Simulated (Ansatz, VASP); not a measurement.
# Ti: VASP beside Ansatz

```
Ti
1.0
     0.00000    1.98856    1.98856
     1.98856    0.00000    1.98856
     1.98856    1.98856    0.00000
Ti
1
Direct
  0.00000 0.00000 0.00000
```

Change from the starting cell: volume scaled by 0.94, crystal datasets.

Alike in both runs: task electric field gradients; functional LDA; k mesh 14 × 14 × 14; occupations fermi-dirac, width 0.05 eV; no spin polarisation.

|  | VASP | Ansatz |
| --- | --- | --- |
| version | VASP 6.6.1 | Ansatz 0.2.0 |
| potentials or method | VASP PAW LDA potentials, release 64 (Ti_sv), cutoff 520 eV | all-electron PAW with datasets made for the crystal, scalar-relativistic |

```tsv
	VASP	Ansatz	Ansatz less VASP
pressure (GPa)	2.1	2.4	+0.22
```

LDA's correlation is that of Perdew and Zunger in VASP and of Perdew and Wang (1992) in Ansatz. Ansatz ran all-electron here, and VASP with PAW potentials.
